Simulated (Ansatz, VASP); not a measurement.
## Two plane-wave programs on Yb

```xyz
2
Lattice="3.8014 0.0000 0.0000 -1.9007 3.2921 0.0000 0.0000 0.0000 6.2566" Properties=species:S:1:pos:R:3 pbc="T T T"
Yb    0.0000    2.1947    1.5642
Yb    1.9007    1.0974    4.6925
```

Change from the starting cell: volume scaled by 0.9405, PAW files.

Alike in both runs: task electric field gradients; functional PBE; k mesh 11 × 11 × 6; occupations fermi-dirac, width 0.03 eV; no spin polarisation.

|  | VASP | Ansatz |
| --- | --- | --- |
| version | VASP 6.6.1 | Ansatz 0.2.0 |
| potentials or method | VASP PAW PBE potentials, release 64 (Yb) | PAW with Ansatz's default frozen-core files, scalar-relativistic |
| plane-wave cutoff (eV) | 520 | 420 |
| valence electrons in the cell | 48 | 48 |

Ansatz gave:

| Property | Result |
| --- | --- |
| pressure (GPa) | -1.5 |
| size of Vzz on the site where it differs most (V/Å²) | 5.9 |

Question: What did VASP give for the same quantities?

Answer: Pressure (GPa): -1.9; size of Vzz on the site where it differs most (V/Å²): 6.3.

Spin-orbit coupling is off throughout.
